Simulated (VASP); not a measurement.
# Gd (P6_3/mmc) in VASP: relaxation of cell and atoms with PBE

Aim: the relaxation of cell and atoms of Gd with PBE.

Everything below comes from runs of VASP 6.6.1. Logs are shortened: lines on timing, memory, paths and dates and some standing lists are left out, and cuts for length are marked.

## 1. The cell of the first run

It takes space group P6_3/mmc (No. 194, hexagonal). Conventional cell: a = 3.624 Å, b = 3.624 Å, c = 11.661 Å, α = 90.00°, β = 90.00°, γ = 120.00°. Within 4.7 Å of Gd (site symmetry -3m) lie 12 Gd at 3.59 to 3.62 Å. Within 4.7 Å of Gd (site symmetry -6m2) lie 12 Gd at 3.59 to 3.62 Å.

## 2. Relaxation of cell and atoms, PBE, collinear spin, ferromagnetic start

INCAR reads:

```
ALGO     = Normal         # electronic algorithm
EDIFF    = 1E-6           # SCF threshold, eV
EDIFFG   = -0.03          # ionic threshold
ENCUT    = 600            # plane-wave cutoff, eV
GGA      = PE             # functional
IBRION   = 2              # ionic algorithm
ISIF     = 3              # what is computed and relaxed
ISMEAR   = 0              # smearing method
ISPIN    = 2              # spin polarisation
LASPH    = True           # aspherical terms in the spheres
LCHARG   = False          # write CHGCAR
LMAXMIX  = 6              # l up to which the mixer works
LORBIT   = 11             # projections on sites
LREAL    = False          # projectors in reciprocal space
LWAVE    = False          # write WAVECAR
MAGMOM   = 7 7 7 7        # initial moments
NELM     = 150            # most SCF steps
NSW      = 80             # ionic steps
PREC     = Accurate       # precision mode
SIGMA    = 0.05           # smearing width, eV
```

KPOINTS reads:

```
k-points
0
Gamma
  6 6 2
```

POSCAR reads:

```
Gd
1.0
    3.6242794494      0.0000000000      0.0000000000
   -1.8121397247      3.1387180736      0.0000000000
    0.0000000000      0.0000000000     11.6611431620
Gd
4
Direct
    0.0000000000      0.0000000000      0.0000000000
    0.0000000000      0.0000000000      0.5000000000
    0.3333333333      0.6666666667      0.2500000000
    0.6666666667      0.3333333333      0.7500000000
```

Potentials or basis: VASP PAW PBE potentials, release 64 (Gd).

On the command line:

```sh
> cat potpaw_PBE.64/Gd/POTCAR > POTCAR
> mpirun -np 1 vasp_std > vasp.out
```

OUTCAR:

```text
EDIFF = 1E-6
   EDIFFG = -0.03
   ENCUT = 600
   GGA = PE
   IBRION = 2
   ISIF = 3
   ISMEAR = 0
   ISPIN = 2
   LASPH = True
   LORBIT = 11
   LREAL = False
   NELM = 150
   NSW = 80
   PREC = Accurate

 ion  position               nearest neighbor table
   1  0.000  0.000  0.000-
   2  0.000  0.000  0.500-
   3  0.333  0.667  0.250-
   4  0.667  0.333  0.750-

  LATTYP: Found a hexagonal cell.
 ALAT       =     3.6242794494
 C/A-ratio  =     3.2175066313

  Lattice vectors:

 A1 = (   3.6242794494,   0.0000000000,   0.0000000000)
 A2 = (  -1.8121397247,   3.1387180736,   0.0000000000)
 A3 = (   0.0000000000,   0.0000000000,  11.6611431620)

Analysis of symmetry for initial positions (statically):
=====================================================================
 Subroutine PRICEL returns:
 Original cell was already a primitive cell.

 Routine SETGRP: Setting up the symmetry group for a
 hexagonal supercell.

 Subroutine GETGRP returns: Found 24 space group operations
 (whereof 12 operations were pure point group operations)
 out of a pool of 24 trial point group operations.

The static configuration has the point symmetry D_3d.
 The point group associated with its full space group is D_6h.

Analysis of symmetry for dynamics (positions and initial velocities):
=====================================================================
 Subroutine PRICEL returns:
 Original cell was already a primitive cell.

 Routine SETGRP: Setting up the symmetry group for a
 hexagonal supercell.

 Subroutine GETGRP returns: Found 24 space group operations
 (whereof 12 operations were pure point group operations)
 out of a pool of 24 trial point group operations.

The dynamic configuration has the point symmetry D_3d.
 The point group associated with its full space group is D_6h.

Analysis of structural, dynamic, and magnetic symmetry:
=====================================================================
 Subroutine PRICEL returns:
 Original cell was already a primitive cell.

 Routine SETGRP: Setting up the symmetry group for a
 hexagonal supercell.
[... 135 lines left out ...]
 maximum number of plane-waves:      4457
 NGX is ok and might be reduce to    30
   NGX = 15   NGY = 15   NGZ = 47

--------------------------------------- Ionic step        1  -------------------------------------------

 number of electron      71.9999994 magnetization      29.4207219

 Free energy of the ion-electron system (eV)
  ---------------------------------------------------
  ext. energy  EPLUGINS =         0.00000000
  ---------------------------------------------------
  free energy    TOTEN  =       -46.69169000 eV

  energy without entropy =      -46.67681683  energy(sigma->0) =      -46.68425341

 E-fermi :   2.9517     XC(G=0):  -9.9740

 val. band max:        2.9469019040   @ k =   0.3333   0.1667   0.0000
 cond. band min:       2.9625986135   @ k =   0.5000   0.0000   0.0000
 fundamental gap:      0.0156967095
 Fermi energy:         2.9517446745

 spin component 1

 k-point     1 :       0.0000    0.0000    0.0000
  band No.  band energies     occupation
      1     -42.2811      1.00000
      2     -42.2548      1.00000
      3     -42.2409      1.00000
      4     -42.2144      1.00000
      5     -20.0061      1.00000
      6     -19.6737      1.00000
[... 1420 lines left out ...]
     47       3.7412      0.00000
     48       3.7412      0.00000
 [bands above 48 left out]

------------------------ aborting loop EDIFF was not reached (unconverged)  ----------------------------

  FORCE on cell =-STRESS in cart. coord.  units (eV):
  Direction    XX          YY          ZZ          XY          YZ          ZX
  --------------------------------------------------------------------------------------
  -------------------------------------------------------------------------------------
  Total       -0.2398660     -0.2398660     -0.0505578      0.0000000      0.0000000      0.0000000
  in kB       -2.8971050     -2.8971050     -0.6106375      0.0000000      0.0000000      0.0000000
  external PRESSURE =      -2.1349492 kB  Pullay stress =       0.0000000 kB
[... 253 lines left out ...]
--------------------------------------- Ionic step        8  -------------------------------------------

 number of electron      72.0000013 magnetization      28.7564555

 Free energy of the ion-electron system (eV)
  ---------------------------------------------------
  ext. energy  EPLUGINS =         0.00000000
  ---------------------------------------------------
  free energy    TOTEN  =       -46.69903273 eV

  energy without entropy =      -46.68847267  energy(sigma->0) =      -46.69375270

 E-fermi :   3.0558     XC(G=0): -10.0509

 val. band max:        3.0455712276   @ k =   0.1667   0.0000   0.5000
 cond. band min:       3.0770237867   @ k =   0.1667   0.1667   0.0000
 fundamental gap:      0.0314525591
 Fermi energy:         3.0558413835

 spin component 1

 k-point     1 :       0.0000    0.0000    0.0000
  band No.  band energies     occupation
      1     -42.1486      1.00000
      2     -42.1171      1.00000
      3     -42.1113      1.00000
      4     -42.0795      1.00000
      5     -19.8910      1.00000
      6     -19.5473      1.00000
[... 1420 lines left out ...]
     47       3.8595      0.00000
     48       3.8595      0.00000
 [bands above 48 left out]

------------------------ aborting loop because EDIFF is reached ----------------------------------------

  FORCE on cell =-STRESS in cart. coord.  units (eV):
  Direction    XX          YY          ZZ          XY          YZ          ZX
  --------------------------------------------------------------------------------------
  -------------------------------------------------------------------------------------
  Total       -0.0491318     -0.0491318      0.0296075      0.0000000      0.0000000      0.0000000
  in kB       -0.6034137     -0.6034137      0.3636252      0.0000000      0.0000000      0.0000000
  external PRESSURE =      -0.2810674 kB  Pullay stress =       0.0000000 kB
[... 19 lines left out ...]
  FREE ENERGIE OF THE ION-ELECTRON SYSTEM (eV)
  ---------------------------------------------------
  free  energy   TOTEN  =       -46.6990327289 eV

  energy  without entropy=      -46.6884726655  energy(sigma->0) =      -46.69375270

 reached required accuracy - stopping structural energy minimisation

 total charge

# of ion       s       p       d       f       tot
--------------------------------------------------
    1        2.075   5.556   0.586   6.995  15.212
    2        2.075   5.556   0.586   6.995  15.212
    3        2.076   5.561   0.577   6.994  15.207
    4        2.076   5.561   0.577   6.994  15.207
--------------------------------------------------
tot          8.301  22.234   2.325  27.977  60.837

 magnetization (x)

# of ion       s       p       d       f       tot
--------------------------------------------------
    1        0.003  -0.069   0.133   6.803   6.870
    2        0.003  -0.069   0.133   6.803   6.870
    3        0.002  -0.070   0.084   6.805   6.821
    4        0.002  -0.070   0.084   6.805   6.821
--------------------------------------------------
tot          0.008  -0.278   0.434  27.217  27.381
```

Run time: 89 min. Hardware: 1 thread of Intel Xeon 6975P-C (Granite Rapids), shared host; peak memory 0.52 GiB.

What came out:

- Free energy: -46.6990 eV
- Relaxed volume: 32.61 Å³/atom
- Relaxed cell: a = 3.599 Å, b = 3.599 Å, c = 11.629 Å, α = 90.00°, β = 90.00°, γ = 120.00°
- Space group after relaxing (to 0.05 Å): P6_3/mmc (No. 194)
- Energy gained by relaxing: 1.8 meV/atom
- Ionic steps: 8
- Pressure after relaxing: 0.0 GPa
- Net moment: 28.76 μB per cell
- Site moments: Gd +6.87, +6.82 μB
- Valence electrons inside the program's atomic spheres: Gd 15.21

Stress tensor (GPa, compression positive):
```
-0.06  0.00  0.00
 0.00 -0.06  0.00
 0.00  0.00  0.04
```

The path:
| step | energy change (eV) | largest force (eV/Å) | pressure (GPa) | volume (Å³) |
| --- | --- | --- | --- | --- |
| 1 | 0.0000 | 0.0000 | -0.21 | 132.65 |
| 2 | -0.0059 | 0.0000 | 0.08 | 131.81 |
| 3 | -0.0059 | 0.0000 | -0.36 | 131.81 |
| 4 | -0.0069 | 0.0000 | 0.08 | 131.20 |
| 5 | -0.0069 | 0.0000 | -0.21 | 131.24 |
| 6 | -0.0069 | 0.0000 | -0.24 | 131.21 |
| 7 | -0.0072 | 0.0000 | -0.15 | 130.94 |
| 8 | -0.0073 | 0.0000 | -0.03 | 130.45 |

Final structure:
```
Gd
1.0
     3.59916    0.00000    0.00000
    -1.79958    3.11697    0.00000
     0.00000    0.00000   11.62852
Gd
4
Direct
  0.00000 0.00000 0.00000
  0.00000 0.00000 0.50000
  0.33333 0.66667 0.25000
  0.66667 0.33333 0.75000
```

Levels at points of the mesh, in eV from the Fermi level:
Spin up:
```
           k point  band 48  band 49  band 50  band 51  band 52
(0.00, 0.00, 0.00)    -2.37     0.54     0.59     1.13     1.30
(0.50, 0.00, 0.00)    -1.44    -0.86    -0.76    -0.46     0.42
(0.00, 0.00, 0.50)    -2.58     0.65     0.65     1.15     1.15
(0.50, 0.00, 0.50)    -1.84    -1.09    -1.09     0.36     0.36
```
Spin down:
```
           k point  band 19  band 20  band 21  band 22  band 23  band 24  band 25  band 26
(0.00, 0.00, 0.00)    -2.83    -1.72     0.23     0.32     0.34     0.39     0.41     0.48
(0.50, 0.00, 0.00)    -1.11    -0.94    -0.17    -0.14    -0.07     0.29     0.38     0.43
(0.00, 0.00, 0.50)    -1.94    -1.94     0.32     0.32     0.34     0.34     0.48     0.48
(0.50, 0.00, 0.50)    -1.35    -1.35    -0.44    -0.44     0.35     0.35     0.48     0.48
```

Caveat: the bands computed are all filled at some k points, so no gap is given; spin-orbit coupling is left out, which moves the levels of the heavy elements.
